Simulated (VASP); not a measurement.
# Al2Cu (P4/mmm) in VASP: a series of runs

The runs below take Al2Cu through single point, relaxation of cell and atoms, with LDA.

Program: VASP 6.6.1. These are calculated values, not measurements. Logs are shortened: lines on timing, memory, paths and dates and some standing lists are left out, and cuts for length are marked.

## 1. The cell of the first run

Symmetry: P4/mmm, No. 123, tetragonal system. The conventional cell has a = 4.043 Å, b = 4.043 Å, c = 2.822 Å, α = 90.00°, β = 90.00°, γ = 90.00°. Within 3.3 Å of Al (site symmetry mmm) lie 4 Cu at 2.47 Å and 6 Al at 2.82 to 2.86 Å. Cu (site symmetry 4/mmm) has 8 Al at 2.47 Å and 2 Cu at 2.82 Å within 3.3 Å.

## 2. Single point, LDA

INCAR

```
SYSTEM = Al2Cu
PREC = Accurate
ENCUT = 520
EDIFF = 1E-7
ISMEAR = 0
SIGMA = 0.15
LREAL = .FALSE.
LASPH = .TRUE.
NELM = 80
ALGO = Fast
ISIF = 2
LWAVE = .FALSE.
LCHARG = .FALSE.
NBANDS = 16
```

KPOINTS

```
Automatic mesh
0
G
  14 14 18
  0 0 0
```

POSCAR

```
Al2Cu
1.0
    4.0425045047      0.0000000000      0.0000000000
    0.0000000000      4.0425045047      0.0000000000
    0.0000000000      0.0000000000      2.8219643188
Al Cu
2 1
Direct
    0.5000000000      0.0000000000      0.5000000000
    0.0000000000      0.5000000000      0.5000000000
    0.0000000000      0.0000000000      0.0000000000
```

Potentials or basis: VASP PAW LDA potentials, release 64 (Al, Cu).

Launch:

```bash
$ cat potpaw_LDA.64/Al/POTCAR potpaw_LDA.64/Cu/POTCAR > POTCAR
$ mpirun -np 1 vasp_std > vasp.out
```

OUTCAR:

```text
SYSTEM = Al2Cu
   PREC = Accurate
   ENCUT = 520
   EDIFF = 1E-7
   ISMEAR = 0
   LREAL = .FALSE.
   LASPH = .TRUE.
   NELM = 80
   ISIF = 2

 ion  position               nearest neighbor table
   1  0.500  0.000  0.500-   3 2.47   3 2.47   3 2.47   3 2.47   2 2.86   2 2.86   2 2.86   2 2.86

   2  0.000  0.500  0.500-   3 2.47   3 2.47   3 2.47   3 2.47   1 2.86   1 2.86   1 2.86   1 2.86

   3  0.000  0.000  0.000-   1 2.47   2 2.47   1 2.47   2 2.47   2 2.47   2 2.47   1 2.47   1 2.47

  LATTYP: Found a simple tetragonal cell.
 ALAT       =     4.0425045047
 C/A-ratio  =     0.6980732651

  Lattice vectors:

 A1 = (   4.0425045047,   0.0000000000,   0.0000000000)
 A2 = (   0.0000000000,   4.0425045047,   0.0000000000)
 A3 = (   0.0000000000,   0.0000000000,   2.8219643188)

Analysis of symmetry for initial positions (statically):
=====================================================================
 Subroutine PRICEL returns:
 Original cell was already a primitive cell.

 Routine SETGRP: Setting up the symmetry group for a
 simple tetragonal supercell.

 Subroutine GETGRP returns: Found 16 space group operations
 (whereof 16 operations were pure point group operations)
 out of a pool of 16 trial point group operations.

The static configuration has the point symmetry D_4h.

Analysis of symmetry for dynamics (positions and initial velocities):
=====================================================================
 Subroutine PRICEL returns:
 Original cell was already a primitive cell.

 Routine SETGRP: Setting up the symmetry group for a
 simple tetragonal supercell.

 Subroutine GETGRP returns: Found 16 space group operations
 (whereof 16 operations were pure point group operations)
 out of a pool of 16 trial point group operations.

The dynamic configuration has the point symmetry D_4h.

 Subroutine INISYM returns: Found 16 space group operations
 (whereof 16 operations are pure point group operations),
 and found     1 'primitive' translations

----------------------------------------------------------------------------------------

                                     Primitive cell

  volume of cell :      46.1161

  direct lattice vectors                    reciprocal lattice vectors
     4.042504505  0.000000000  0.000000000     0.247371400  0.000000000  0.000000000
     0.000000000  4.042504505  0.000000000     0.000000000  0.247371400  0.000000000
     0.000000000  0.000000000  2.821964319     0.000000000  0.000000000  0.354363091

  length of vectors
     4.042504505  4.042504505  2.821964319     0.247371400  0.247371400  0.354363091

  position of ions in fractional coordinates (direct lattice)
     0.500000000  0.000000000  0.500000000
     0.000000000  0.500000000  0.500000000
     0.000000000  0.000000000  0.000000000

  ion indices of the primitive-cell ions
   primitive index   ion index
                 1           1
                 2           2
                 3           3

----------------------------------------------------------------------------------------

 KPOINTS: Automatic mesh

Automatic generation of k-mesh.
 Grid dimensions read from file:
 generate k-points for:   14   14   18

 Generating k-lattice:

  Cartesian coordinates                     Fractional coordinates (reciprocal lattice)
     0.017669386  0.000000000  0.000000000     0.071428571  0.000000000  0.000000000
     0.000000000  0.017669386  0.000000000     0.000000000  0.071428571  0.000000000
     0.000000000  0.000000000  0.019686838     0.000000000  0.000000000  0.055555556

  Length of vectors
     0.017669386  0.017669386  0.019686838

  Shift w.r.t. Gamma in fractional coordinates (k-lattice)
     0.000000000  0.000000000  0.000000000

 Subroutine IBZKPT returns following result:
 ===========================================

 Found    360 irreducible k-points:

 Following reciprocal coordinates:
            Coordinates               Weight
  0.000000  0.000000  0.000000      1.000000
  0.071429  0.000000  0.000000      4.000000
  0.142857  0.000000  0.000000      4.000000
  0.214286  0.000000  0.000000      4.000000
  0.285714  0.000000  0.000000      4.000000
  0.357143  0.000000  0.000000      4.000000
[... 16 lines left out ...]
  0.285714  0.214286  0.000000      8.000000
  0.357143  0.214286  0.000000      8.000000
 [... further k-points ...]
   k-points           NKPTS =    360   k-points in BZ     NKDIM =    360   number of bands    NBANDS=     16
   number of dos      NEDOS =    301   number of ions     NIONS =      3
   total plane-waves  NPLWV =  21600
   dimension x,y,z NGX =    30 NGY =   30 NGZ =   24
   dimension x,y,z NGXF=    60 NGYF=   60 NGZF=   48
   ions per type =               2   1
   NGX,Y,Z   is equivalent  to a cutoff of  12.34, 12.34, 14.14 a.u.
   NGXF,Y,Z  is equivalent  to a cutoff of  24.67, 24.67, 28.28 a.u.
 SYSTEM =  Al2Cu
   PREC   = accura    normal or accurate (medium, high low for compatibility)
   ISTART =      0    job   : 0-new  1-cont  2-samecut
   ICHARG =      2    charge: 1-file 2-atom 10-const
   ISPIN  =      1    spin polarized calculation?
   LNONCOLLINEAR =      F non collinear calculations
   LSORBIT =      F    spin-orbit coupling
   LASPH  =      T    aspherical Exc in radial PAW
   ENCUT  =  520.0 eV  38.22 Ry    6.18 a.u.   7.52  7.52  5.25*2*pi/ulx,y,z
   NELM   =     80;   NELMIN=  2; NELMDL= -5     # of ELM steps
   EDIFF  = 0.1E-06   stopping-criterion for ELM
   LREAL  =      F    real-space projection
   EDIFFG = 0.1E-05   stopping-criterion for IOM
   NSW    =      0    number of steps for IOM
   IBRION =     -1    ionic relax: 0-MD 1-quasi-New 2-CG
   NFREE  =      0    steps in history (QN), initial steepest desc. (CG)
   ISIF   =      2    stress and relaxation
   ISYM   =      2    0-nonsym 1-usesym 2-fastsym
   POTIM  = 0.5000    time-step for ionic-motion
   TEBEG  =    0.0;   TEEND  =   0.0 temperature during run
   PSTRESS=    0.0 pullay stress
   NELECT =      17.0000    total number of electrons
   NUPDOWN=      -1.0000    fix difference up-down
   EMIN   =  10.00;   EMAX   =-10.00  energy-range for DOS
   EFERMI =   0.00;   METHOD = LEGACY
   ISMEAR =     0;   SIGMA  =   0.15  broadening in eV -4-tet -1-fermi 0-gaus
   EFERMI_NEDOS =   21; number of points for ismear=-14 and -15
   IALGO  =     68    algorithm
   IMIX   =      4    mixing-type and parameters
     AMIX     =   0.40;   BMIX     =  1.00
     AMIX_MAG =   1.60;   BMIX_MAG =  1.00
  volume/ion in A,a.u.               =      15.37       103.74
  Fermi-wavevector in a.u.,A,eV,Ry     =   1.173835  2.218226 18.747304  1.377888
  Thomas-Fermi vector in A             =   2.310241
   LORBIT       =      0    0 simple, 1 ext, 2 COOP (PROOUT), +10 PAW based schemes
   GGA     = CA    functional components
   LHFCALC =     F    Hartree Fock is set to
   AEXX    =    0.0000 exact exchange contribution
   IVDW    =     0    specifies the selected vdW correction
   LEPSILON=     F    determine dielectric tensor
   LRPA    =     F    only Hartree local field effects (RPA)
 non-spin polarized calculation
 RMM-DIIS sequential band-by-band and
 Gauss-broadening in eV      SIGMA  =   0.15
  energy-cutoff  :      520.00
  volume of cell :       46.12
 maximum number of plane-waves:      1270
   NGX = 15   NGY = 15   NGZ = 11

 number of electron      17.0000004 magnetization

 Free energy of the ion-electron system (eV)
  ---------------------------------------------------
  ext. energy  EPLUGINS =         0.00000000
  ---------------------------------------------------
  free energy    TOTEN  =       -13.23229285 eV

  energy without entropy =      -13.22320118  energy(sigma->0) =      -13.22774702

 E-fermi :   7.5014     XC(G=0): -10.8142

 val. band max:        7.4807114662   @ k =   0.0000   0.0000   0.0000
 cond. band min:       7.5016046812   @ k =   0.1429   0.1429   0.4444
 fundamental gap:      0.0208932150
 Fermi energy:         7.5013880112

 k-point     1 :       0.0000    0.0000    0.0000
  band No.  band energies     occupation
      1      -3.3607      2.00000
      2       1.7932      2.00000
      3       2.2843      2.00000
      4       2.9985      2.00000
      5       3.2156      2.00000
      6       3.2156      2.00000
[... 8 lines left out ...]
     15      14.8498      0.00000
     16      20.5400      0.00000

 k-point     2 :       0.0714    0.0000    0.0000
  band No.  band energies     occupation
      1      -3.3165      2.00000
      2       1.7739      2.00000
      3       2.2747      2.00000
      4       2.9846      2.00000
      5       3.2141      2.00000
      6       3.2159      2.00000
[... 8 lines left out ...]
     15      15.4942      0.00000
     16      20.3323      0.00000

 k-point     3 :       0.1429    0.0000    0.0000
  band No.  band energies     occupation
      1      -3.1846      2.00000
      2       1.6878      2.00000
      3       2.2479      2.00000
      4       2.9479      2.00000
      5       3.2100      2.00000
      6       3.2166      2.00000
[... 8 lines left out ...]
     15      16.7121      0.00000
     16      19.8498      0.00000

 k-point     4 :       0.2143    0.0000    0.0000
  band No.  band energies     occupation
      1      -2.9683      2.00000
      2       1.4464      2.00000
      3       2.2185      2.00000
      4       2.8996      2.00000
      5       3.2041      2.00000
      6       3.2176      2.00000
[... 8 lines left out ...]
     15      18.0330      0.00000
     16      19.2207      0.00000
[... 324 lines left out ...]
 k-point    22 :       0.2143    0.2143    0.0000
  band No.  band energies     occupation
      1      -2.5742      2.00000
      2       1.4795      2.00000
      3       2.0004      2.00000
      4       2.7360      2.00000
      5       3.2058      2.00000
      6       3.2071      2.00000
[... 8 lines left out ...]
     15      18.6228      0.00000
     16      19.1477      0.00000

 k-point    23 :       0.2857    0.2143    0.0000
  band No.  band energies     occupation
      1      -2.2790      2.00000
      2       1.2157      2.00000
      3       1.9483      2.00000
      4       2.6749      2.00000
      5       3.2000      2.00000
      6       3.2078      2.00000
[... 8 lines left out ...]
     15      18.7562      0.00000
     16      19.2038      0.00000

 k-point    24 :       0.3571    0.2143    0.0000
  band No.  band energies     occupation
      1      -1.9227      2.00000
      2       0.7151      2.00000
      3       2.0095      2.00000
      4       2.6329      2.00000
      5       3.0538      2.00000
      6       3.1944      2.00000
[... 8 lines left out ...]
     15      18.2025      0.00000
     16      19.7552      0.00000

 [... further k-points ...]

------------------------ aborting loop because EDIFF is reached ----------------------------------------

  FORCE on cell =-STRESS in cart. coord.  units (eV):
  Direction    XX          YY          ZZ          XY          YZ          ZX
  --------------------------------------------------------------------------------------
  -------------------------------------------------------------------------------------
  Total        0.1086886      0.1086886      0.0496363      0.0000000     -0.0000000      0.0000000
  in kB        3.7760878      3.7760878      1.7244775      0.0000000     -0.0000000      0.0000000
  external PRESSURE =       3.0922177 kB  Pullay stress =       0.0000000 kB

 VOLUME and BASIS-vectors are now :
 -----------------------------------------------------------------------------
  energy-cutoff  :      520.00
  volume of cell :       46.12
      direct lattice vectors                 reciprocal lattice vectors
     4.042504505  0.000000000  0.000000000     0.247371400  0.000000000  0.000000000
     0.000000000  4.042504505  0.000000000     0.000000000  0.247371400  0.000000000
     0.000000000  0.000000000  2.821964319     0.000000000  0.000000000  0.354363091

 POSITION                                       TOTAL-FORCE (eV/Angst)
 -----------------------------------------------------------------------------------
      2.02125      0.00000      1.41098         0.000000      0.000000      0.000000
      0.00000      2.02125      1.41098         0.000000      0.000000      0.000000
      0.00000      0.00000      0.00000         0.000000      0.000000      0.000000
 -----------------------------------------------------------------------------------
    total drift:                                0.000000     -0.000000      0.000000

  FREE ENERGIE OF THE ION-ELECTRON SYSTEM (eV)
  ---------------------------------------------------
  free  energy   TOTEN  =       -13.2322928484 eV

  energy  without entropy=      -13.2232011839  energy(sigma->0) =      -13.22774702
```

It took 5 min on 1 thread of Intel Xeon Platinum 8375C at 2.90GHz (Ice Lake), shared host; peak memory 0.35 GiB.

What came out:

```
Free energy : -13.2323 eV
Pressure    : 0.3 GPa
```

Levels at points of the mesh, in eV from the Fermi level:
```tsv
k point	band 5	band 6	band 7	band 8	band 9	band 10	band 11	band 12	band 13	band 14
(0.00, 0.00, 0.00)	-4.29	-4.29	-2.49	-2.49	-0.02	0.86	6.29	6.29	6.39	7.17
(0.50, 0.00, 0.00)	-4.58	-4.32	-4.28	-1.16	1.59	1.75	2.00	7.79	8.50	9.55
(0.50, 0.50, 0.00)	-4.63	-4.46	-4.31	-4.31	-2.52	8.69	8.69	9.69	10.18	10.35
(0.00, 0.00, 0.50)	-5.05	-4.30	-3.12	2.61	2.70	2.70	2.75	2.75	3.18	4.01
(0.50, 0.00, 0.50)	-4.39	-4.37	-3.17	-2.54	-1.67	3.79	4.03	4.59	5.21	6.20
(0.50, 0.50, 0.50)	-4.13	-3.57	-2.34	-2.34	-0.87	-0.86	0.09	0.09	2.43	11.98
```

## 3. Relaxation of cell and atoms, LDA

This run uses another cell than the first one, of 16.24 Å³/atom, 1.057 times its volume.

INCAR

```
PREC = Accurate
ENCUT = 600
EDIFF = 1E-7
ISMEAR = 0
SIGMA = 0.1
LREAL = False
LASPH = True
NELM = 80
ALGO = Fast
ISIF = 3
LWAVE = False
LCHARG = False
IBRION = 2
NSW = 100
EDIFFG = -0.005
```

KPOINTS

```
Automatic mesh
0
Gamma
  10 10 14
```

POSCAR

```
Al2Cu
1.0
    4.1051820000      0.0000000000      0.0000000000
    0.0000000000      4.1051820000      0.0000000000
    0.0000000000      0.0000000000      2.8913130000
Al Cu
2 1
Direct
    0.5000000000      0.0000000000      0.5000000000
    0.0000000000      0.5000000000      0.5000000000
    0.0000000000      0.0000000000      0.0000000000
```

Potentials or basis: VASP PAW LDA potentials, release 64 (Al, Cu).

Launch:

```bash
$ cat potpaw_LDA.64/Al/POTCAR potpaw_LDA.64/Cu/POTCAR > POTCAR
$ mpirun -np 1 vasp_std > vasp.out
```

Wall time 11 min (1 thread of Intel Xeon Platinum 8375C at 2.90GHz (Ice Lake), shared host); peak memory 0.27 GiB.

Results (log left out):

| Property | Result |
| --- | --- |
| Free energy | -13.2308 eV |
| Relaxed volume | 15.42 Å³/atom |
| Relaxed cell | a = 4.046 Å, b = 4.046 Å, c = 2.825 Å, α = 90.00°, β = 90.00°, γ = 90.00° |
| Space group after relaxing (to 0.05 Å) | P4/mmm (No. 123) |
| Energy gained by relaxing | 13.4 meV/atom |
| Ionic steps | 8 |
| Pressure after relaxing | 0.0 GPa |

The path:
```tsv
step	energy change (eV)	largest force (eV/Å)	pressure (GPa)	volume (Å³)
1	0.0000	0.0000	-4.81	48.73
2	-0.0347	0.0000	2.05	45.37
3	-0.0400	0.0000	-0.01	46.22
4	-0.0400	0.0000	0.15	46.17
5	-0.0402	0.0000	-0.04	46.26
6	-0.0402	0.0000	-0.25	46.36
7	-0.0402	0.0000	-0.15	46.31
8	-0.0403	0.0000	-0.02	46.25
```

Final structure:
```xyz
3
Lattice="4.0464 0.0000 0.0000 0.0000 4.0464 0.0000 0.0000 0.0000 2.8245" Properties=species:S:1:pos:R:3 pbc="T T T"
Al    2.0232    4.0464    1.4123
Al    0.0000    2.0232    1.4123
Cu    0.0000    4.0464    0.0000
```

Levels at points of the mesh, in eV from the Fermi level:
```tsv
k point	band 6	band 7	band 8	band 9	band 10	band 11	band 12
(0.00, 0.00, 0.00)	-4.27	-2.49	-2.49	-0.03	0.86	6.27	6.37
(0.50, 0.00, 0.00)	-4.30	-4.27	-1.15	1.59	1.74	1.99	7.78
(0.50, 0.50, 0.00)	-4.44	-4.29	-4.29	-2.52	8.68	8.68	9.68
(0.00, 0.00, 0.50)	-4.29	-3.11	2.59	2.69	2.69	2.75	2.75
(0.50, 0.00, 0.50)	-4.36	-3.16	-2.53	-1.68	3.78	4.03	4.58
(0.50, 0.50, 0.50)	-3.56	-2.34	-2.34	-0.87	-0.86	0.07	0.07
```
